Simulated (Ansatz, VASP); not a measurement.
**TiC in VASP and in Ansatz**

INCAR

```
SYSTEM = TiC
PREC = Accurate
ENCUT = 520
EDIFF = 1E-7
ISMEAR = 0
SIGMA = 0.15
LREAL = .FALSE.
LASPH = .TRUE.
NELM = 100
ALGO = Normal
ISIF = 2
LWAVE = .FALSE.
LCHARG = .FALSE.
NBANDS = 15
```

The input KPOINTS:

```
regular mesh
0
G
  18 18 18
  0 0 0
```

File POSCAR:

```
TiC
1.0
    0.0000000000      2.1640000000      2.1640000000
    2.1640000000      0.0000000000      2.1640000000
    2.1640000000      2.1640000000      0.0000000000
Ti C
1 1
Direct
    0.0462107209      0.0462107209     -0.0462107209
    0.5000000000      0.5000000000      0.5000000000
```

Input for Ansatz:

```yaml
crystal:
  lattice:
    - [0.0, 2.164, 2.164]
    - [2.164, 0.0, 2.164]
    - [2.164, 2.164, 0.0]
  atoms:
    - { symbol: Ti, position: [0.0462107209, 0.0462107209, -0.0462107209] }
    - { symbol: C, position: [0.5, 0.5, 0.5] }
basis:
  ecutwfc: 420
kpoints:
  mp_grid: { grid: [18, 18, 18] }
hamiltonian:
  xc: lda
scf:
  occupations: { method: gaussian, width: 0.15 }
output:
  forces: true
  stress: true
  eigenvalues: true
```

Change from the starting cell: all Ti atoms moved -0.200 Å, as atom 1 towards its neighbour atom 2 (C) at 2.164 Å.

Alike in both runs: task single point; functional LDA; k mesh 18 × 18 × 18; occupations gaussian, width 0.15 eV; no spin polarisation.

|  | VASP | Ansatz |
| --- | --- | --- |
| version | VASP 6.6.1 | Ansatz 0.2.0 |
| potentials or method | VASP PAW LDA potentials, release 64 (Ti_sv, C), cutoff 520 eV | scalar-relativistic, plane waves, PAW |
| valence electrons in the cell | 16 | 16 |

|  | VASP | Ansatz | Ansatz less VASP |
| --- | --- | --- | --- |
| gap on the k mesh at the Fermi level (eV) | none | none | - |
| pressure (GPa) | -6.5 | -7.2 | -0.70 |
| traceless stress, the component that is largest in VASP (GPa) | 8.34 | 8.18 | -0.157 |
| rms of the force components (eV/Å) | 1.110 | 1.093 | -0.0169 |

LDA's correlation is that of Perdew and Zunger in VASP and of Perdew and Wang (1992) in Ansatz. Atom by atom the forces differ by 0.017 eV/Å (rms over components). A gap of «none» marks a metal or a gap that the smearing closes.
